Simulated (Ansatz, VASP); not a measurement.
**Ti in VASP and in Ansatz**

```
Ti
1.0
     0.00000    2.87802    2.87802
     2.87802    0.00000    2.87802
     2.87802    2.87802    0.00000
Ti
2
Direct
  0.12500 0.12500 0.12500
  0.87500 0.87500 0.87500
```

Alike in both runs: task relaxation of cell and atoms; functional LDA; k mesh 10 × 10 × 10; occupations fermi-dirac, width 0.1 eV; no spin polarisation.

|  | VASP | Ansatz |
| --- | --- | --- |
| version | VASP 6.6.1 | Ansatz 0.2.0 |
| potentials or method | VASP PAW LDA potentials, release 64 (Ti_sv), cutoff 600 eV | plane waves (420 eV) with PAW, scalar-relativistic |
| valence electrons in the cell | 24 | 24 |

```tsv
	VASP	Ansatz	Ansatz less VASP
relaxed volume (Å³/atom)	19.47	19.26	-0.211
relaxed cell length with the largest relative difference (Å)	3.804	3.791	-0.0138
```

Ansatz warns that its potentials were made for another functional, while VASP's fit it. LDA's correlation is that of Perdew and Zunger in VASP and of Perdew and Wang (1992) in Ansatz.

Noted on VASP's run: the volume moved by over 15 % at a fixed basis, so the end points are rough.
